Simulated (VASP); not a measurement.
Set up this calculation in VASP 6.6.1, as the native input.

```
Task                   : single point
Functional             : PBEsol
Potentials or basis    : VASP PAW PBE potentials, release 64 (Hf_pv, O)
Cutoff                 : 520 eV
k mesh                 : 8 × 8 × 8
Occupations            : gaussian, width 0.05 eV
Spin                   : no spin polarisation
Dipole correction      : no
Further INCAR settings : ALGO = Normal; EDIFF = 1e-06; NBANDS = 18
```

The structure of HfO2 lies in POSCAR:

```
HfO2
1.0
    0.0000000000      2.4926853104      2.5808315659
    2.4926853104      0.0000000000      2.5808315659
    2.4926853104      2.4926853104      0.0000000000
Hf O
1 2
Direct
   -0.0044070585      0.0044070585      0.0044070585
    0.2745830068      0.2254169932      0.2254169932
    0.7745830068      0.7254169932      0.7254169932
```

This cell differs from its parent crystal: mode 4 frozen in at -0.124 Å, strain +e along z and -e/2 along x and y +0.0233.

These files were run (other wordings do the same):

INCAR

```
SYSTEM = HfO2
ALGO = Normal
EDIFF = 1E-6
ENCUT = 520
GGA = PS
ISIF = 2
ISMEAR = 0
LASPH = .True.
LCHARG = .False.
LREAL = .False.
LWAVE = .False.
NBANDS = 18
NELM = 60
PREC = Accurate
SIGMA = 0.05
```

KPOINTS

```
k-points
0
Gamma
  8 8 8
  0 0 0
```

Potentials or basis: VASP PAW PBE potentials, release 64 (Hf_pv, O).

Run with:

```sh
$ cat potpaw_PBE.64/Hf_pv/POTCAR potpaw_PBE.64/O/POTCAR > POTCAR
$ mpirun -np 1 vasp_std > vasp.out
```

It gave:

```json
{"Pressure": "-1.3 GPa", "Largest force": "0.923 eV/Å", "Band gap on the k mesh": "3.46 eV, indirect (least direct gap 3.54 eV)"}
```

Caveat: the cell differs from its parent crystal (mode 4 frozen in at -0.124 Å, strain +e along z and -e/2 along x and y +0.0233); the PAW data sets were made with another functional, which shifts forces and pressure a little; spin-orbit coupling is left out, which moves the levels of the heavy elements.

Wall time 54 s on 1 thread of Intel(R) Xeon(R) Platinum 8259CL CPU @ 2.50GHz (Skylake/Cascade Lake), on a shared host, peak memory 0.19 GiB.
